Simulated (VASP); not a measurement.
# AlPtC2N2 (P-1) in VASP: single point with PBE

Aim: the single point of AlPtC2N2 with PBE.

Everything below comes from runs of VASP 6.6.1. Logs are shortened: lines on timing, memory, paths and dates and some standing lists are left out, and cuts for length are marked.

## 1. The cell of the first run

The typed cell holds 6 atoms: a = 4.309 Å, b = 4.565 Å, c = 8.663 Å, α = 84.15°, β = 85.81°, γ = 67.48°.

## 2. Single point, PBE

The input, INCAR:

```
PREC = Accurate
ENCUT = 520
EDIFF = 1E-6
ISMEAR = 0
SIGMA = 0.1
LREAL = F
LASPH = T
NELM = 60
ALGO = Normal
ISIF = 2
LWAVE = F
LCHARG = F
GGA = PE
NBANDS = 24
```

The input, KPOINTS:

```
Automatic mesh
0
Gamma
  4 4 2
```

The input, POSCAR:

```
AlPtC2N2
1.0
    4.3092176400      0.0000000000      0.0000000000
    1.7486317600      4.2166420500      0.0000000000
    0.6333698700      0.6930046800      8.6122591900
Al Pt C N
1 1 2 2
Direct
    0.5000000000      0.5000000000      0.5000000000
    0.0000000000      0.0000000000      0.0000000000
    0.1898207700      0.8101792300      0.8101792300
    0.8101792300      0.1898207700      0.1898207700
    0.3056738300      0.6943261700      0.6943261700
    0.6943261700      0.3056738300      0.3056738300
```

Potentials or basis: VASP PAW PBE potentials, release 64 (Al, Pt, C, N).

On the command line:

```sh
$ cat potpaw_PBE.64/Al/POTCAR potpaw_PBE.64/Pt/POTCAR potpaw_PBE.64/C/POTCAR potpaw_PBE.64/N/POTCAR > POTCAR
$ mpirun -np 1 vasp_std > vasp.out
```

OUTCAR:

```text
PREC = Accurate
   ENCUT = 520
   EDIFF = 1E-6
   ISMEAR = 0
   LREAL = F
   LASPH = T
   NELM = 60
   ISIF = 2
   GGA = PE

 ion  position               nearest neighbor table
   1  0.500  0.500  0.500-   5 1.96   6 1.96
   2  0.000  0.000  0.000-   3 1.92   4 1.92
   3  0.190  0.810  0.810-   5 1.17   2 1.92
   4  0.810  0.190  0.190-   6 1.17   2 1.92
   5  0.306  0.694  0.694-   3 1.17   1 1.96
   6  0.694  0.306  0.306-   4 1.17   1 1.96

  LATTYP: Found a triclinic cell.
 ALAT       =     4.5648420794
 B/A-ratio  =     0.9440014715
 C/A-ratio  =     1.8978268908
 COS(alpha) =     0.0731097074
 COS(beta)  =     0.1018973311
 COS(gamma) =     0.3830651159

  Lattice vectors:

 A1 = (  -1.7486317600,  -4.2166420500,   0.0000000000)
 A2 = (  -4.3092176400,   0.0000000000,   0.0000000000)
 A3 = (  -0.6333698700,  -0.6930046800,  -8.6122591900)

Analysis of symmetry for initial positions (statically):
=====================================================================
 Subroutine PRICEL returns:
 Original cell was already a primitive cell.

 Routine SETGRP: Setting up the symmetry group for a
 triclinic supercell.

 Subroutine GETGRP returns: Found  2 space group operations
 (whereof  2 operations were pure point group operations)
 out of a pool of  2 trial point group operations.

The static configuration has the point symmetry S_2 .

Analysis of symmetry for dynamics (positions and initial velocities):
=====================================================================
 Subroutine PRICEL returns:
 Original cell was already a primitive cell.

 Routine SETGRP: Setting up the symmetry group for a
 triclinic supercell.

 Subroutine GETGRP returns: Found  2 space group operations
 (whereof  2 operations were pure point group operations)
 out of a pool of  2 trial point group operations.

The dynamic configuration has the point symmetry S_2 .

 Subroutine INISYM returns: Found  2 space group operations
 (whereof  2 operations are pure point group operations),
 and found     1 'primitive' translations

----------------------------------------------------------------------------------------

                                     Primitive cell

  volume of cell :     156.4884

[... 89 lines left out ...]
   ENCUT  =  520.0 eV  38.22 Ry    6.18 a.u.   8.01  8.49 16.11*2*pi/ulx,y,z
   NELM   =     60;   NELMIN=  2; NELMDL= -5     # of ELM steps
   EDIFF  = 0.1E-05   stopping-criterion for ELM
   LREAL  =      F    real-space projection
   EDIFFG = 0.1E-04   stopping-criterion for IOM
   NSW    =      0    number of steps for IOM
   IBRION =     -1    ionic relax: 0-MD 1-quasi-New 2-CG
   NFREE  =      0    steps in history (QN), initial steepest desc. (CG)
   ISIF   =      2    stress and relaxation
   ISYM   =      2    0-nonsym 1-usesym 2-fastsym
   POTIM  = 0.5000    time-step for ionic-motion
   TEBEG  =    0.0;   TEEND  =   0.0 temperature during run
   PSTRESS=    0.0 pullay stress
   NELECT =      31.0000    total number of electrons
   NUPDOWN=      -1.0000    fix difference up-down
   EMIN   =  10.00;   EMAX   =-10.00  energy-range for DOS
   EFERMI =   0.00;   METHOD = LEGACY
   ISMEAR =     0;   SIGMA  =   0.10  broadening in eV -4-tet -1-fermi 0-gaus
   EFERMI_NEDOS =   21; number of points for ismear=-14 and -15
   IALGO  =     38    algorithm
   IMIX   =      4    mixing-type and parameters
     AMIX     =   0.40;   BMIX     =  1.00
     AMIX_MAG =   1.60;   BMIX_MAG =  1.00
  volume/ion in A,a.u.               =      26.08       176.01
  Fermi-wavevector in a.u.,A,eV,Ry     =   0.954336  1.803434 12.391604  0.910757
  Thomas-Fermi vector in A             =   2.083073
   LORBIT       =      0    0 simple, 1 ext, 2 COOP (PROOUT), +10 PAW based schemes
   GGA     = PE    functional components
   LHFCALC =     F    Hartree Fock is set to
   AEXX    =    0.0000 exact exchange contribution
   IVDW    =     0    specifies the selected vdW correction
   LEPSILON=     F    determine dielectric tensor
   LRPA    =     F    only Hartree local field effects (RPA)
 non-spin polarized calculation
 Gauss-broadening in eV      SIGMA  =   0.10
  energy-cutoff  :      520.00
  volume of cell :      156.49
 maximum number of plane-waves:      4234
   NGX = 17   NGY = 17   NGZ = 33

 number of electron      31.0000000 magnetization

 Free energy of the ion-electron system (eV)
  ---------------------------------------------------
  ext. energy  EPLUGINS =         0.00000000
  ---------------------------------------------------
  free energy    TOTEN  =       -40.65858488 eV

  energy without entropy =      -40.63602230  energy(sigma->0) =      -40.64730359

 E-fermi :  -0.1423     XC(G=0):  -7.0101

 val. band max:       -0.1664252660   @ k =   0.5000   0.2500   0.5000
 cond. band min:      -0.1182118353   @ k =  -0.2500   0.2500   0.0000
 fundamental gap:      0.0482134306
 Fermi energy:        -0.1423466617

 k-point     1 :       0.0000    0.0000    0.0000
  band No.  band energies     occupation
      1     -18.5939      2.00000
      2     -18.5488      2.00000
      3      -9.6027      2.00000
      4      -8.2702      2.00000
      5      -7.8383      2.00000
      6      -4.9357      2.00000
[... 529 lines left out ...]
     23       5.8532      0.00000
     24       6.0244      0.00000

------------------------ aborting loop because EDIFF is reached ----------------------------------------

  FORCE on cell =-STRESS in cart. coord.  units (eV):
  Direction    XX          YY          ZZ          XY          YZ          ZX
  --------------------------------------------------------------------------------------
  -------------------------------------------------------------------------------------
  Total       -2.0458940      0.2435652      1.7109728     -0.2196708      0.9500304     -0.1862980
  in kB      -20.9464996      2.4936963     17.5174722     -2.2490584      9.7267071     -1.9073767
  external PRESSURE =      -0.3117771 kB  Pullay stress =       0.0000000 kB

 VOLUME and BASIS-vectors are now :
 -----------------------------------------------------------------------------
  energy-cutoff  :      520.00
  volume of cell :      156.49
      direct lattice vectors                 reciprocal lattice vectors
     4.309217640  0.000000000  0.000000000     0.232060686 -0.096235033 -0.009322631
     1.748631760  4.216642050  0.000000000     0.000000000  0.237155535 -0.019083250
     0.633369870  0.693004680  8.612259190     0.000000000  0.000000000  0.116113551

 POSITION                                       TOTAL-FORCE (eV/Angst)
 -----------------------------------------------------------------------------------
      3.34561      2.45482      4.30613        -0.000000      0.000000      0.000000
      0.00000      0.00000      0.00000        -0.000000     -0.000000      0.000000
      2.74783      3.97769      6.97747        -0.436290      1.068299      2.010647
      3.94339      0.93195      1.63479         0.436290     -1.068299     -2.010647
      2.97110      3.40890      5.97972         0.671437     -1.493043     -2.767153
      3.72012      1.50075      2.63254        -0.671437      1.493043      2.767153
 -----------------------------------------------------------------------------------
    total drift:                                0.000000     -0.000000      0.000000

  FREE ENERGIE OF THE ION-ELECTRON SYSTEM (eV)
  ---------------------------------------------------
  free  energy   TOTEN  =       -40.6585848847 eV

  energy  without entropy=      -40.6360222984  energy(sigma->0) =      -40.64730359
```

It took 57 s on 1 thread of Intel Xeon Platinum 8375C at 2.90GHz (Ice Lake), shared host; peak memory 0.3 GiB.

What came out:

```yaml
Free_energy: -40.6586 eV
Pressure: 0.0 GPa
Largest_force: 3.215 eV/Å
Band_gap_on_the_k_mesh: zero (an odd number of electrons rules out a gap without spin polarisation)
```

Forces on the atoms (eV/Å):
```
Al   0.000  0.000  0.000
Pt   0.000  0.000  0.000
C   -0.436  1.068  2.011
C    0.436 -1.068 -2.011
N    0.671 -1.493 -2.767
N   -0.671  1.493  2.767
```

Stress tensor (GPa, compression positive):
```
-2.09 -0.22 -0.19
-0.22  0.25  0.97
-0.19  0.97  1.75
```

Caveat: the k points lie up to 0.39 Å⁻¹ apart, too coarse for converged energies and pressures of a metal; spin-orbit coupling is left out, which moves the levels of the heavy elements; forces of over 1 eV/Å act on the atoms, so gaps and moduli don't describe the material at rest.
